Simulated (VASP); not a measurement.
A run of VASP 6.6.1 is set up as follows.

Contents of INCAR:

```
PREC     = Accurate       # precision mode
ENCUT    = 520            # plane-wave cutoff, eV
EDIFF    = 1E-6           # SCF threshold, eV
ISMEAR   = 0              # smearing method
SIGMA    = 0.1            # smearing width, eV
LREAL    = F              # projectors in reciprocal space
LASPH    = T              # aspherical terms in the spheres
NELM     = 150            # most SCF steps
ALGO     = Normal         # electronic algorithm
ISIF     = 2              # what is computed and relaxed
LWAVE    = F              # write WAVECAR
LCHARG   = F              # write CHGCAR
ISPIN    = 2              # spin polarisation
MAGMOM   = 0 0 0 0 0 0 1  # initial moments
LORBIT   = 11             # projections on sites
LMAXMIX  = 4              # l up to which the mixer works
LDIPOL   = T            
IDIPOL   = 3            
DIPOL    = 0.5 0.5 0.319
GGA      = CA             # functional
NBANDS   = 50             # bands
```

KPOINTS

```
regular mesh
0
Gamma
  6 6 1
```

File POSCAR:

```
Ta6F
1.0
    4.6002247516      0.0000000000      0.0000000000
   -2.3001123758      3.9839114980      0.0000000000
    0.0000000000      0.0000000000     21.4017722141
Ta F
6 1
Direct
    0.6666666667      0.3333333333      0.1869004099
    0.3333333333      0.6666666667      0.2307760729
    0.0000000000      0.0000000000      0.2746517360
    0.6666666667      0.3333333333      0.3157775353
    0.3333333333      0.6666666667      0.3543568624
    0.0000000000      0.0000000000      0.3925736677
    0.7777777778     -0.7777777778      0.4799496094
```

Potentials or basis: VASP PAW LDA potentials, release 64 (Ta_pv, F).

Launch:

```sh
$ cat potpaw_LDA.64/Ta_pv/POTCAR potpaw_LDA.64/F/POTCAR > POTCAR
$ mpirun -np 1 vasp_std > vasp.out
```

Task: Predict the net moment.

Result: 0.00 μB per cell.

Task: Estimate the largest force.

Result: 3.533 eV/Å.

Forces in eV/Å, atoms in the order of the input:
```
Ta   0.016 -0.009  2.318
Ta   0.028 -0.016 -0.548
Ta  -0.088  0.051 -2.643
Ta  -0.083  0.048 -0.072
Ta   0.122 -0.071  0.286
Ta  -1.381  0.798  3.153
F    1.386 -0.800 -2.494
```
